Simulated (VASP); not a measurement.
# Te (P3_121) in VASP: G0W0 quasiparticle levels with PBE

Aim: the G0W0 quasiparticle levels of Te with PBE.

Program: VASP 6.6.1. These are calculated values, not measurements. Logs are shortened: lines on timing, memory, paths and dates and some standing lists are left out, and cuts for length are marked.

### 1 The cell of the first run

The structure is trigonal, space group P3_121 (No. 152). The conventional cell has a = 4.471 Å, b = 4.471 Å, c = 5.949 Å, α = 90.00°, β = 90.00°, γ = 120.00°. Within 3.8 Å of Te (site symmetry 2) lie 6 Te at 2.85 to 3.50 Å.

### 2 G0W0 quasiparticle levels, PBE

File POSCAR:

```
Te
1.0
    4.4712577277      0.0000000000      0.0000000000
   -2.2356288639      3.8722227790      0.0000000000
    0.0000000000      0.0000000000      5.9487470110
Te
3
Direct
    0.2641920669      0.0000000000      0.3333333333
    0.0000000000      0.2641920669      0.6666666667
    0.7358079331      0.7358079331      0.0000000000
```

File INCAR.step1:

```
SYSTEM = Te
  PREC = Accurate
  ENCUT = 500
  EDIFF = 1E-8
  ISMEAR = 0
  SIGMA = 0.01
  LREAL = .FALSE.
  LASPH = .TRUE.
  NELM = 100
  ALGO = Normal
  LWAVE = .TRUE.
  LCHARG = .FALSE.
  GGA = PE
```

File INCAR.step2:

```
SYSTEM = Te
  PREC = Accurate
  ENCUT = 500
  EDIFF = 1E-8
  ISMEAR = 0
  SIGMA = 0.01
  LREAL = .FALSE.
  LASPH = .TRUE.
  NELM = 1
  ALGO = Exact
  LWAVE = .TRUE.
  LCHARG = .FALSE.
  GGA = PE
  NBANDS = 176
  LOPTICS = .TRUE.
  ISTART = 1
```

File INCAR.step3:

```
SYSTEM = Te
  PREC = Accurate
  ENCUT = 500
  EDIFF = 1E-8
  ISMEAR = 0
  SIGMA = 0.01
  LREAL = .FALSE.
  LASPH = .TRUE.
  ALGO = EVGW0
  LWAVE = .FALSE.
  LCHARG = .FALSE.
  GGA = PE
  NELMGW = 1
  NBANDS = 176
  ENCUTGW = 80.0
  NOMEGA = 48
  PRECFOCK = Fast
  ISTART = 1
  NBANDSGW = 17
```

File KPOINTS:

```
regular mesh
0
G
  6 6 4
  0 0 0
```

Potentials or basis: VASP PAW PBE potentials, release 64 (Te_GW).

Launch:

```bash
cat potpaw_PBE.64/Te_GW/POTCAR > POTCAR
cp INCAR.step1 INCAR
mpirun -np 1 vasp_std > vasp.out
cp INCAR.step2 INCAR
mpirun -np 1 vasp_std > vasp.out
cp INCAR.step3 INCAR
mpirun -np 1 vasp_std > vasp.out
```

OUTCAR:

```text
SYSTEM = Te
   PREC = Accurate
   ENCUT = 500
   EDIFF = 1E-8
   ISMEAR = 0
   LREAL = .FALSE.
   LASPH = .TRUE.
   GGA = PE
   NELMGW = 1
   ENCUTGW = 80.0
   PRECFOCK = Fast
   ISTART = 1

 ion  position               nearest neighbor table
   1  0.264  0.000  0.333-   3 2.85   2 2.85   3 3.50   3 3.50   2 3.50   2 3.50
   2  0.000  0.264  0.667-   3 2.85   1 2.85   3 3.50   3 3.50   1 3.50   1 3.50
   3  0.736  0.736  0.000-   2 2.85   1 2.85   1 3.50   2 3.50   2 3.50   1 3.50

  LATTYP: Found a hexagonal cell.
 ALAT       =     4.4712577277
 C/A-ratio  =     1.3304415387

  Lattice vectors:

 A1 = (   4.4712577277,   0.0000000000,   0.0000000000)
 A2 = (  -2.2356288639,   3.8722227790,   0.0000000000)
 A3 = (   0.0000000000,   0.0000000000,   5.9487470110)

Analysis of symmetry for initial positions (statically):
=====================================================================
 Subroutine PRICEL returns:
 Original cell was already a primitive cell.

 Routine SETGRP: Setting up the symmetry group for a
 hexagonal supercell.

 Subroutine GETGRP returns: Found  6 space group operations
 (whereof  2 operations were pure point group operations)
 out of a pool of 24 trial point group operations.

The static configuration has the point symmetry C_2 .
 The point group associated with its full space group is D_3 .

Analysis of symmetry for dynamics (positions and initial velocities):
=====================================================================
 Subroutine PRICEL returns:
 Original cell was already a primitive cell.

 Routine SETGRP: Setting up the symmetry group for a
 hexagonal supercell.

 Subroutine GETGRP returns: Found  6 space group operations
 (whereof  2 operations were pure point group operations)
 out of a pool of 24 trial point group operations.

The dynamic configuration has the point symmetry C_2 .
 The point group associated with its full space group is D_3 .

 Subroutine INISYM returns: Found  6 space group operations
 (whereof  2 operations are pure point group operations),
 and found     1 'primitive' translations

----------------------------------------------------------------------------------------

                                     Primitive cell

  volume of cell :     102.9949

  direct lattice vectors                    reciprocal lattice vectors
     4.471257728  0.000000000  0.000000000     0.223650718  0.129124802  0.000000000
    -2.235628864  3.872222779  0.000000000     0.000000000  0.258249604  0.000000000
     0.000000000  0.000000000  5.948747011     0.000000000  0.000000000  0.168102627

  length of vectors
     4.471257728  4.471257728  5.948747011     0.258249604  0.258249604  0.168102627

  position of ions in fractional coordinates (direct lattice)
     0.264192067  0.000000000  0.333333333
     0.000000000  0.264192067  0.666666667
     0.735807933  0.735807933  0.000000000

  ion indices of the primitive-cell ions
   primitive index   ion index
                 1           1
                 2           2
                 3           3

----------------------------------------------------------------------------------------

 KPOINTS: regular mesh

Automatic generation of k-mesh.
 Grid dimensions read from file:
 generate k-points for:    6    6    4

 Generating k-lattice:

  Cartesian coordinates                     Fractional coordinates (reciprocal lattice)
     0.037275120  0.021520800  0.000000000     0.166666667 -0.000000000  0.000000000
     0.000000000  0.043041601  0.000000000     0.000000000  0.166666667  0.000000000
     0.000000000  0.000000000  0.042025657     0.000000000  0.000000000  0.250000000

  Length of vectors
     0.043041601  0.043041601  0.042025657

  Shift w.r.t. Gamma in fractional coordinates (k-lattice)
     0.000000000  0.000000000  0.000000000

 Subroutine IBZKPT returns following result:
 ===========================================

 Found     24 irreducible k-points:

 Following reciprocal coordinates:
            Coordinates               Weight
  0.000000  0.000000  0.000000      1.000000
  0.166667 -0.000000  0.000000      6.000000
  0.333333 -0.000000  0.000000      6.000000
  0.500000 -0.000000  0.000000      3.000000
  0.166667  0.166667  0.000000      6.000000
  0.333333  0.166667  0.000000     12.000000
[... 16 lines left out ...]
  0.333333  0.166667  0.500000     12.000000
  0.333333  0.333333  0.500000      2.000000
   k-points           NKPTS =     24   k-points in BZ     NKDIM =    144   number of bands    NBANDS=    176
   number of dos      NEDOS =    301   number of ions     NIONS =      3
   total plane-waves  NPLWV =  62208
   dimension x,y,z NGX =    36 NGY =   36 NGZ =   48
   dimension x,y,z NGXF=    72 NGYF=   72 NGZF=   96
   ions per type =               3
   NGX,Y,Z   is equivalent  to a cutoff of  13.39, 13.39, 13.41 a.u.
   NGXF,Y,Z  is equivalent  to a cutoff of  26.77, 26.77, 26.83 a.u.
 SYSTEM =  Te
   PREC   = accura    normal or accurate (medium, high low for compatibility)
   ISTART =      1    job   : 0-new  1-cont  2-samecut
   ICHARG =      0    charge: 1-file 2-atom 10-const
   ISPIN  =      1    spin polarized calculation?
   LNONCOLLINEAR =      F non collinear calculations
   LSORBIT =      F    spin-orbit coupling
   LASPH  =      T    aspherical Exc in radial PAW
   ENCUT  =  500.0 eV  36.75 Ry    6.06 a.u.   8.15  8.15 10.85*2*pi/ulx,y,z
   NELM   =     60;   NELMIN=  2; NELMDL=  0     # of ELM steps
   EDIFF  = 0.1E-07   stopping-criterion for ELM
   LREAL  =      F    real-space projection
   EDIFFG = 0.1E-06   stopping-criterion for IOM
   NSW    =      0    number of steps for IOM
   IBRION =     -1    ionic relax: 0-MD 1-quasi-New 2-CG
   NFREE  =      0    steps in history (QN), initial steepest desc. (CG)
   ISIF   =      0    stress and relaxation
   ISYM   =      3    0-nonsym 1-usesym 2-fastsym
   POTIM  = 0.5000    time-step for ionic-motion
   TEBEG  =    0.0;   TEEND  =   0.0 temperature during run
   PSTRESS=    0.0 pullay stress
   NELECT =      18.0000    total number of electrons
   NUPDOWN=      -1.0000    fix difference up-down
   EMIN   =  10.00;   EMAX   =-10.00  energy-range for DOS
   EFERMI =   0.00;   METHOD = LEGACY
   ISMEAR =     0;   SIGMA  =   0.01  broadening in eV -4-tet -1-fermi 0-gaus
   EFERMI_NEDOS =   21; number of points for ismear=-14 and -15
   IALGO  =     38    algorithm
   IMIX   =      4    mixing-type and parameters
     AMIX     =   0.40;   BMIX     =  1.00
     AMIX_MAG =   1.60;   BMIX_MAG =  1.00
  volume/ion in A,a.u.               =      34.33       231.68
  Fermi-wavevector in a.u.,A,eV,Ry     =   0.915294  1.729654 11.398452  0.837763
  Thomas-Fermi vector in A             =   2.040019
   LORBIT       =      0    0 simple, 1 ext, 2 COOP (PROOUT), +10 PAW based schemes
   GGA     = PE    functional components
   LHFCALC =     T    Hartree Fock is set to
   PRECFOCK=fast      Normal, Fast or Accurate (Low or Medium for compatibility)
   ENCUT4O =  -1.0   cutoff for four orbital integrals eV
   NKREDX  =     1    reduce k-point grid by
   NKREDY  =     1    reduce k-point grid by
   NKREDZ  =     1    reduce k-point grid by
   AEXX    =    1.0000 exact exchange contribution
   HFSCREEN=    0.0000 screening length (either q_TF or 0.3 A-1)
   HFSCREENC=   0.0000 screening length for correlation (either q_TF or 0.3 A-1)
   ENCUTFOCK=  -1.0 apply spherical cutoff to Coloumb kernel
   IVDW    =     0    specifies the selected vdW correction
   LEPSILON=     F    determine dielectric tensor
   LRPA    =     F    only Hartree local field effects (RPA)
   LRPAFORCE           =     F    calculate RPA forces
   ENCUTGW             =  80.0    cutoff for response function in eV
   ENCUTGWSOFT         =  64.0    soft cutoff for Coulomb kernel in GW response function in eV
   ENCUTLF             =  -1.0    cutoff for local field effects
   NELMGW              =     1    number of iterations in solving QP/BSE equation
   NELMHF              =     1    number of iterations in the inner HF iteration
   NKREDLFX            =     1    NKREDLFY  =   1   NKREDLFZ  =   1
 non-spin polarized calculation
 Gauss-broadening in eV      SIGMA  =   0.01
  energy-cutoff  :      500.00
  volume of cell :      102.99
 maximum number of plane-waves:      2655
 NGX is ok and might be reduce to    36
  NGX = 18; NGY = 18; NGZ = 24
   NGX = 17   NGY = 17   NGZ = 21
 maximum number of plane-waves:       183
 NGX is ok and might be reduce to    14

 QP shifts <psi_nk| G(iteration)W_0 |psi_nk>: iteration 1
 for sc-GW calculations column KS-energies equals QP-energies in previous step
 and V_xc(KS)=  KS-energies - (<T + V_ion + V_H > + <T+V_H+V_ion>^1  + <V_x>^1)

 k-point   1 :       0.0000    0.0000    0.0000
  band No.  KS-energies  QP-energies   sigma(KS)   V_xc(KS)     V^pw_x(r,r')   Z            occupation Imag(sigma)

      1      -7.7754      -7.5871     -10.5117     -10.8253     -17.6928       0.6005       2.0000       1.3471
      2      -4.4972      -4.4336     -11.1959     -11.2922     -16.5322       0.6604       2.0000       0.9325
      3      -4.4972      -4.4336     -11.1959     -11.2922     -16.5322       0.6604       2.0000       0.9325
      4       2.7547       2.5313     -10.6925     -10.3738     -12.7246       0.7010       2.0000       0.2215
      5       3.0268       2.8975     -10.9543     -10.7730     -12.5555       0.7131       2.0000       0.1807
      6       3.0268       2.8975     -10.9543     -10.7730     -12.5555       0.7131       2.0000       0.1807
[... 9 lines left out ...]
     16      12.2027      12.1351      -8.6445      -8.5539      -3.9412       0.7470       0.0000      -0.2114
     17      12.2027      12.1351      -8.6445      -8.5539      -3.9412       0.7470       0.0000      -0.2114

 k-point   2 :       0.1667   -0.0000    0.0000
  band No.  KS-energies  QP-energies   sigma(KS)   V_xc(KS)     V^pw_x(r,r')   Z            occupation Imag(sigma)

      1      -7.5976      -7.4262     -10.5886     -10.8726     -17.6467       0.6031       2.0000       1.2988
      2      -4.5618      -4.4901     -11.2086     -11.3177     -16.5779       0.6569       2.0000       0.9255
      3      -4.4474      -4.3776     -11.2317     -11.3376     -16.5362       0.6591       2.0000       0.9139
      4       1.7283       1.4934     -10.3492     -10.0109     -12.9915       0.6945       2.0000       0.3386
      5       2.3467       2.1711     -10.6757     -10.4261     -12.7867       0.7039       2.0000       0.2448
      6       2.7285       2.5195     -10.6532     -10.3546     -12.8038       0.7002       2.0000       0.2401
[... 9 lines left out ...]
     16      12.4154      12.3874      -8.8441      -8.8068      -4.0736       0.7498       0.0000      -0.2448
     17      12.8172      12.8522      -8.0775      -8.1237      -3.3070       0.7577       0.0000      -0.2703

 k-point   3 :       0.3333   -0.0000    0.0000
  band No.  KS-energies  QP-energies   sigma(KS)   V_xc(KS)     V^pw_x(r,r')   Z            occupation Imag(sigma)
[... 421 lines left out ...]
      1      -6.2499      -6.1383     -11.0344     -11.2127     -17.2790       0.6255       2.0000       1.0386
      2      -6.0363      -5.9342     -11.0910     -11.2525     -17.2082       0.6317       2.0000       1.0181
      3      -3.9998      -3.9370     -11.1428     -11.2365     -16.2760       0.6711       2.0000       0.9328
      4       0.4820       0.2130     -10.0671      -9.6796     -13.3567       0.6943       2.0000       0.5274
      5       1.4198       1.1756     -10.1948      -9.8439     -13.0248       0.6959       2.0000       0.3958
      6       1.5812       1.3411     -10.3306      -9.9854     -13.0549       0.6955       2.0000       0.3592
[... 9 lines left out ...]
     16      13.3523      13.2774      -8.2361      -8.1351      -3.1969       0.7423       0.0000      -0.2845
     17      14.4283      14.4853      -8.7748      -8.8512      -3.5518       0.7473       0.0000      -0.3939

 k-point  24 :       0.3333    0.3333    0.5000
  band No.  KS-energies  QP-energies   sigma(KS)   V_xc(KS)     V^pw_x(r,r')   Z            occupation Imag(sigma)

      1      -6.0162      -5.9084     -11.1292     -11.3008     -17.2313       0.6285       2.0000       0.9934
      2      -6.0162      -5.9084     -11.1292     -11.3008     -17.2313       0.6285       2.0000       0.9934
      3      -4.1829      -4.1251     -11.0928     -11.1797     -16.3243       0.6649       2.0000       0.9525
      4       0.6691       0.4125     -10.2456      -9.8740     -13.3662       0.6904       2.0000       0.4583
      5       0.8784       0.6107      -9.9877      -9.6019     -13.1934       0.6939       2.0000       0.4981
      6       0.8784       0.6107      -9.9877      -9.6019     -13.1934       0.6939       2.0000       0.4981
[... 9 lines left out ...]
     16      12.8823      12.8527      -8.4485      -8.4087      -3.4138       0.7427       0.0000      -0.2622
     17      13.3489      13.3056      -8.1270      -8.0688      -3.0874       0.7440       0.0000      -0.2718
```

Run time: 58 min. Hardware: 1 thread of Intel Xeon Platinum 8375C at 2.90GHz (Ice Lake), shared host; peak memory 3.4 GiB.

What came out:

```
Quasiparticle gap                                   : 0.45 eV
Least direct quasiparticle gap                      : 0.45 eV
Band gap of the starting levels on the mesh         : 0.16 eV
Least direct gap of the starting levels on the mesh : 0.16 eV
```

Caveat: bands, screening cutoff and mesh are small and nothing is extrapolated, so the quasiparticle values aren't converged; spin-orbit coupling is left out, which moves the levels of the heavy elements.
